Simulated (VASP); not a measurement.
# CoO (R-3m) in VASP: further runs

CoO is run at these levels: PBE; tasks: single point.

Everything below comes from runs of VASP 6.6.1. Logs are shortened: lines on timing, memory, paths and dates and some standing lists are left out, and cuts for length are marked.

## Step 1: The cell of the first run

It takes space group R-3m (No. 166, trigonal). Conventional cell: a = 3.011 Å, b = 3.011 Å, c = 7.320 Å, α = 90.00°, β = 90.00°, γ = 120.00°. Within 2.8 Å of Co (site symmetry -3m) lie 6 O at 2.12 Å. Within 2.8 Å of O (site symmetry -3m) lie 6 Co at 2.12 Å.

## Step 2: Single point, PBE

Input file INCAR:

```
  ALGO = Normal
  EDIFF = 1E-6
  ENCUT = 520
  GGA = PE
  ISIF = 2
  ISMEAR = -1
  LASPH = T
  LCHARG = T
  LELF = T
  LREAL = F
  LVHAR = T
  LWAVE = F
  NBANDS = 14
  NELM = 80
  PREC = Accurate
  SIGMA = 0.02
```

Input file KPOINTS:

```
k-points
0
Gamma
  16 16 16
```

Input file POSCAR:

```
CoO
1.0
    1.5054695445      0.8691832468      2.4399269062
   -1.5054695445      0.8691832468      2.4399269062
    0.0000000000     -1.7383664936      2.4399269062
Co O
1 1
Direct
    0.0000000000      0.0000000000      0.0000000000
    0.5000000000      0.5000000000      0.5000000000
```

Potentials or basis: VASP PAW PBE potentials, release 64 (Co, O).

Started as:

```bash
$ cat potpaw_PBE.64/Co/POTCAR potpaw_PBE.64/O/POTCAR > POTCAR
$ mpirun -np 1 vasp_std > vasp.out
```

OUTCAR:

```text
EDIFF = 1E-6
   ENCUT = 520
   GGA = PE
   ISIF = 2
   ISMEAR = -1
   LASPH = T
   LREAL = F
   NELM = 80
   PREC = Accurate

 ion  position               nearest neighbor table
   1  0.000  0.000  0.000-   2 2.12   2 2.12   2 2.12   2 2.12   2 2.12   2 2.12
   2  0.500  0.500  0.500-   1 2.12   1 2.12   1 2.12   1 2.12   1 2.12   1 2.12

  LATTYP: Found a trigonal (rhomboedric) cell.
 ALAT       =     2.9958573687
 COS(alpha) =     0.4949531368

  Lattice vectors:

 A1 = (   1.5054695445,   0.8691832468,   2.4399269062)
 A2 = (  -1.5054695445,   0.8691832468,   2.4399269062)
 A3 = (   0.0000000000,  -1.7383664936,   2.4399269062)

Analysis of symmetry for initial positions (statically):
=====================================================================
 Subroutine PRICEL returns:
 Original cell was already a primitive cell.

 Routine SETGRP: Setting up the symmetry group for a
 trigonal (rhombohedral) supercell.

 Subroutine GETGRP returns: Found 12 space group operations
 (whereof 12 operations were pure point group operations)
 out of a pool of 12 trial point group operations.

The static configuration has the point symmetry D_3d.

Analysis of symmetry for dynamics (positions and initial velocities):
=====================================================================
 Subroutine PRICEL returns:
 Original cell was already a primitive cell.

 Routine SETGRP: Setting up the symmetry group for a
 trigonal (rhombohedral) supercell.

 Subroutine GETGRP returns: Found 12 space group operations
 (whereof 12 operations were pure point group operations)
 out of a pool of 12 trial point group operations.

The dynamic configuration has the point symmetry D_3d.

 Subroutine INISYM returns: Found 12 space group operations
 (whereof 12 operations are pure point group operations),
 and found     1 'primitive' translations

----------------------------------------------------------------------------------------

                                     Primitive cell

  volume of cell :      19.1563

  direct lattice vectors                    reciprocal lattice vectors
     1.505469544  0.869183247  2.439926906     0.332122295  0.191750896  0.136616114
    -1.505469544  0.869183247  2.439926906    -0.332122295  0.191750896  0.136616114
     0.000000000 -1.738366494  2.439926906     0.000000000 -0.383501793  0.136616114

[... 85 lines left out ...]
   EDIFFG = 0.1E-04   stopping-criterion for IOM
   NSW    =      0    number of steps for IOM
   IBRION =     -1    ionic relax: 0-MD 1-quasi-New 2-CG
   NFREE  =      0    steps in history (QN), initial steepest desc. (CG)
   ISIF   =      2    stress and relaxation
   ISYM   =      2    0-nonsym 1-usesym 2-fastsym
   POTIM  = 0.5000    time-step for ionic-motion
   TEBEG  =    0.0;   TEEND  =   0.0 temperature during run
   PSTRESS=    0.0 pullay stress
   NELECT =      15.0000    total number of electrons
   NUPDOWN=      -1.0000    fix difference up-down
   EMIN   =  10.00;   EMAX   =-10.00  energy-range for DOS
   EFERMI =   0.00;   METHOD = LEGACY
   ISMEAR =    -1;   SIGMA  =   0.02  broadening in eV -4-tet -1-fermi 0-gaus
   EFERMI_NEDOS =   21; number of points for ismear=-14 and -15
   IALGO  =     38    algorithm
   IMIX   =      4    mixing-type and parameters
     AMIX     =   0.40;   BMIX     =  1.00
     AMIX_MAG =   1.60;   BMIX_MAG =  1.00
  volume/ion in A,a.u.               =       9.58        64.64
  Fermi-wavevector in a.u.,A,eV,Ry     =   1.508927  2.851458 30.978555  2.276860
  Thomas-Fermi vector in A             =   2.619316
   LORBIT       =      0    0 simple, 1 ext, 2 COOP (PROOUT), +10 PAW based schemes
   GGA     = PE    functional components
   LHFCALC =     F    Hartree Fock is set to
   AEXX    =    0.0000 exact exchange contribution
   IVDW    =     0    specifies the selected vdW correction
   LEPSILON=     F    determine dielectric tensor
   LRPA    =     F    only Hartree local field effects (RPA)
 non-spin polarized calculation
  energy-cutoff  :      520.00
  volume of cell :       19.16
 maximum number of plane-waves:       534
 NGX is ok and might be reduce to    24
   NGX = 11   NGY = 11   NGZ = 11

 number of electron      15.0000006 magnetization

 Free energy of the ion-electron system (eV)
  ---------------------------------------------------
  ext. energy  EPLUGINS =         0.00000000
  ---------------------------------------------------
  free energy    TOTEN  =       -12.59674999 eV

  energy without entropy =      -12.59207808  energy(sigma->0) =      -12.59441403

 E-fermi :   7.8397     XC(G=0): -12.4692

 val. band max:        7.8379905407   @ k =  -0.3750   0.3750   0.1250
 cond. band min:       7.8410186376   @ k =  -0.2500   0.5000   0.1250
 fundamental gap:      0.0030280968
 Fermi energy:         7.8397251854

 k-point     1 :       0.0000    0.0000    0.0000
  band No.  band energies     occupation
      1     -12.5531      2.00000
      2       4.4765      2.00000
      3       4.4765      2.00000
      4       4.5232      2.00000
      5       6.4427      2.00000
      6       6.4427      2.00000
      7       6.4792      2.00000
      8       6.8312      2.00000
      9       6.8312      2.00000
     10       9.2134      0.00000
     11      24.9331      0.00000
     12      26.5095      0.00000
     13      26.5095      0.00000
     14      26.7120      0.00000
[... 377 lines left out ...]
      1     -12.4502      2.00000
      2       3.7001      2.00000
      3       4.0906      2.00000
      4       4.2609      2.00000
      5       6.5169      2.00000
      6       6.5834      2.00000
      7       6.6512      2.00000
      8       7.0064      2.00000
      9       7.3515      2.00000
     10       9.8832      0.00000
     11      23.3290      0.00000
     12      25.5005      0.00000
     13      26.7862      0.00000
     14      27.5956      0.00000

 [... further k-points ...]
[... 5 lines left out ...]
  --------------------------------------------------------------------------------------
  -------------------------------------------------------------------------------------
  Total       -2.2440033     -2.2440033     -2.1661474      0.0000000      0.0000000     -0.0000000
  in kB     -187.6820259   -187.6820259   -181.1703844      0.0000000      0.0000000     -0.0000000
  external PRESSURE =    -185.5114787 kB  Pullay stress =       0.0000000 kB

 VOLUME and BASIS-vectors are now :
 -----------------------------------------------------------------------------
  energy-cutoff  :      520.00
  volume of cell :       19.16
      direct lattice vectors                 reciprocal lattice vectors
     1.505469544  0.869183247  2.439926906     0.332122295  0.191750896  0.136616114
    -1.505469544  0.869183247  2.439926906    -0.332122295  0.191750896  0.136616114
     0.000000000 -1.738366494  2.439926906     0.000000000 -0.383501793  0.136616114

 POSITION                                       TOTAL-FORCE (eV/Angst)
 -----------------------------------------------------------------------------------
      0.00000      0.00000      0.00000         0.000000     -0.000000      0.000000
      0.00000      0.00000      3.65989        -0.000000      0.000000      0.000000
 -----------------------------------------------------------------------------------
    total drift:                               -0.000000      0.000000     -0.000000

  FREE ENERGIE OF THE ION-ELECTRON SYSTEM (eV)
  ---------------------------------------------------
  free  energy   TOTEN  =       -12.5967499865 eV

  energy  without entropy=      -12.5920780811  energy(sigma->0) =      -12.59441403
```

OSZICAR:

```text
N       E                     dE             d eps       ncg     rms          rms(c)
DAV:   1     0.773214749061E+02    0.77321E+02   -0.70015E+03 12082   0.123E+03
DAV:   2    -0.100951435547E+02   -0.87417E+02   -0.76831E+02 12996   0.253E+02
DAV:   3    -0.147044417641E+02   -0.46093E+01   -0.44606E+01 13002   0.648E+01
DAV:   4    -0.147605326856E+02   -0.56091E-01   -0.56022E-01 13726   0.697E+00
DAV:   5    -0.147620905064E+02   -0.15578E-02   -0.15577E-02 13698   0.118E+00    0.124E+01
DAV:   6    -0.146810460297E+02    0.81044E-01   -0.18566E+01 12022   0.683E+01    0.157E+01
DAV:   7    -0.126805552911E+02    0.20005E+01   -0.12104E+01 11914   0.631E+01    0.476E+00
DAV:   8    -0.125929055087E+02    0.87650E-01   -0.54866E-01 14196   0.108E+01    0.158E+00
DAV:   9    -0.125993041630E+02   -0.63987E-02   -0.32477E-02 12878   0.179E+00    0.408E-01
DAV:  10    -0.125967403025E+02    0.25639E-02   -0.10017E-02 13690   0.191E+00    0.955E-02
DAV:  11    -0.125968638798E+02   -0.12358E-03   -0.59424E-04 12162   0.236E-01    0.979E-02
DAV:  12    -0.125967491878E+02    0.11469E-03   -0.24063E-04 15780   0.263E-01    0.792E-03
DAV:  13    -0.125967501458E+02   -0.95799E-06   -0.23974E-05 15782   0.595E-02    0.535E-03
DAV:  14    -0.125967499865E+02    0.15928E-06   -0.13347E-06  7160   0.198E-02
   1 F= -.12596750E+02 E0= -.12594414E+02  d E =-.467191E-02
```

stdout:

```text
POSCAR found type information on POSCAR CoO
 POSCAR found :  2 types and       2 ions
 scaLAPACK will be used
 LDA part: xc-table for (Slater+PW92), standard interpolation
 POSCAR, INCAR and KPOINTS ok, starting setup
 FFT: planning ... GRIDC
 FFT: planning ... GRID_SOFT
 FFT: planning ... GRID
 WAVECAR not read
 entering main loop
```

Wall time 34 s (1 thread of Intel Xeon 6975P-C (Granite Rapids), shared host); peak memory 0.23 GiB.

Results:

```
Free energy : -12.5967 eV
Pressure    : -18.6 GPa
```

Caveat: an odd number of electrons without spin polarisation forces a metal; a magnetic or distorted state may lie lower; the run has no spin polarisation, though such a crystal can be magnetic; semilocal functionals often make such compounds metallic where correlation or magnetic order opens a gap, which also shifts bond lengths. With open d or f shells a metallic result of PBE can be an artefact of self-interaction; +U or a hybrid may open a gap.

## Step 3: Single point, PBE, collinear spin, ferromagnetic start

Input file INCAR:

```
SYSTEM = CoO
  PREC = Accurate
  ENCUT = 520
  EDIFF = 1E-6
  ISMEAR = -1
  SIGMA = 0.02
  LREAL = .False.
  LASPH = .True.
  NELM = 150
  ALGO = Normal
  ISIF = 2
  LWAVE = .False.
  LCHARG = .False.
  ISPIN = 2
  MAGMOM = 2 0
  LORBIT = 11
  LMAXMIX = 4
  GGA = PE
  NBANDS = 18
```

Input file KPOINTS:

```
Automatic mesh
0
Gamma
  16 16 16
  0 0 0
```

POSCAR is that of step 2.

Potentials or basis: VASP PAW PBE potentials, release 64 (Co, O).

Started as:

```bash
$ cat potpaw_PBE.64/Co/POTCAR potpaw_PBE.64/O/POTCAR > POTCAR
$ mpirun -np 1 vasp_std > vasp.out
```

Wall time 91 s (1 thread of Intel Xeon 6975P-C (Granite Rapids), shared host); peak memory 0.33 GiB.

It converged, with:

```yaml
Free_energy: -13.0490 eV
Pressure: -0.5 GPa
Net_moment: 2.91 μB per cell
Site_moments: Co +2.56; O +0.30 μB
Valence_electrons_inside_the_program's_atomic_spheres: Co 7.81; O 4.99
```

Stress tensor (GPa, compression positive):
```
-0.32  0.00  0.00
 0.00 -0.32  0.00
 0.00  0.00 -0.99
```

Levels at points of the mesh, in eV from the Fermi level:
Spin up:
```
           k point  band 6  band 7  band 8  band 9  band 10  band 11  band 12  band 13
(0.00, 0.00, 0.00)   -3.12   -3.11   -3.11   -3.05     1.05    16.89    18.13    18.13
(0.50, 0.00, 0.00)   -2.34   -1.82    0.11    0.12     5.11     9.40    13.49    13.59
(0.50, 0.50, 0.00)   -2.93   -2.41   -2.09   -2.06     5.93     9.88    11.72    15.80
(0.50, 0.50, 0.50)   -2.36   -1.77    0.13    0.13     5.05     9.51    13.39    13.39
```
Spin down:
```tsv
k point	band 3	band 4	band 5	band 6	band 7	band 8	band 9	band 10
(0.00, 0.00, 0.00)	-2.60	-2.55	-1.12	-1.12	-1.11	0.05	0.05	1.59
(0.50, 0.00, 0.00)	-4.68	-4.64	-0.15	-0.13	0.18	2.71	2.73	5.39
(0.50, 0.50, 0.00)	-3.87	-3.82	-2.25	0.11	0.13	0.53	1.00	6.78
(0.50, 0.50, 0.50)	-4.71	-4.71	-0.11	-0.11	0.18	2.73	2.73	5.33
```

Caveat: a cell with one magnetic atom can't hold antiferromagnetic order, which such compounds often take; semilocal functionals often make such compounds metallic where correlation or magnetic order opens a gap, which also shifts bond lengths. With open d or f shells a metallic result of PBE can be an artefact of self-interaction; +U or a hybrid may open a gap.
